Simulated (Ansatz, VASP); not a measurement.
Re in VASP and in Ansatz

File INCAR:

```
PREC     = Accurate       # precision mode
ENCUT    = 520            # plane-wave cutoff, eV
EDIFF    = 1E-8           # SCF threshold, eV
ISMEAR   = -1             # smearing method
SIGMA    = 0.05           # smearing width, eV
LREAL    = False          # projectors in reciprocal space
LASPH    = True           # aspherical terms in the spheres
NELM     = 60             # most SCF steps
ALGO     = Normal         # electronic algorithm
ISIF     = 2              # what is computed and relaxed
LWAVE    = False          # write WAVECAR
LCHARG   = False          # write CHGCAR
GGA      = PE             # functional
LEFG     = True         
NBANDS   = 14             # bands
```

Contents of KPOINTS:

```
Automatic mesh
0
Gamma
  14 14 8
```

File POSCAR:

```
Re
1.0
    2.6201393302      0.0000000000      0.0000000000
   -1.3100696651      2.2691072214      0.0000000000
    0.0000000000      0.0000000000      4.1895637172
Re
2
Direct
    0.3333333333      0.6666666667      0.2500000000
    0.6666666667      0.3333333333      0.7500000000
```

Input for Ansatz:

```yaml
crystal:
  lattice:
    - [2.6201393302, 0.0, 0.0]
    - [-1.3100696651, 2.2691072214, 0.0]
    - [0.0, 0.0, 4.1895637172]
  atoms:
    - { symbol: Re, position: [0.3333333333, 0.6666666667, 0.25] }
    - { symbol: Re, position: [0.6666666667, 0.3333333333, 0.75] }
kpoints:
  mp_grid: { grid: [14, 14, 8] }
scf:
  occupations: { method: fermi_dirac, width: 0.05 }
hamiltonian:
  xc: pbe
  pseudopotentials: { kind: paw }
output:
  forces: true
  stress: true
  eigenvalues: true
  efg: { contact_densities: true }
```

Change from the starting cell: volume scaled by 1.02, PAW files.

Alike in both runs: task electric field gradients; functional PBE; k mesh 14 × 14 × 8; occupations fermi-dirac, width 0.05 eV; no spin polarisation.

```csv
,VASP,Ansatz
version,VASP 6.6.1,Ansatz 0.2.0
potentials or method,"VASP PAW PBE potentials, release 64 (Re)","PAW with Ansatz's default frozen-core files, scalar-relativistic"
plane-wave cutoff (eV),520,420
valence electrons in the cell,14,30
```

```tsv
	VASP	Ansatz	Ansatz less VASP
pressure (GPa)	100.9	99.0	-1.91
traceless stress, the component that is largest in VASP (GPa)	5.30	5.35	+0.054
size of Vzz on the site where it differs most (V/Å²)	106.7	86.3	-20.48
```

Both programs put the cell under a high pressure, so it lies far from rest at this level. VASP's potentials hold 14 valence electrons a cell and Ansatz's 30, so a difference there can come from the potentials and not from the codes.

Neither program's run includes spin-orbit coupling. Noted on VASP's run: the cell as given lies far from equilibrium.
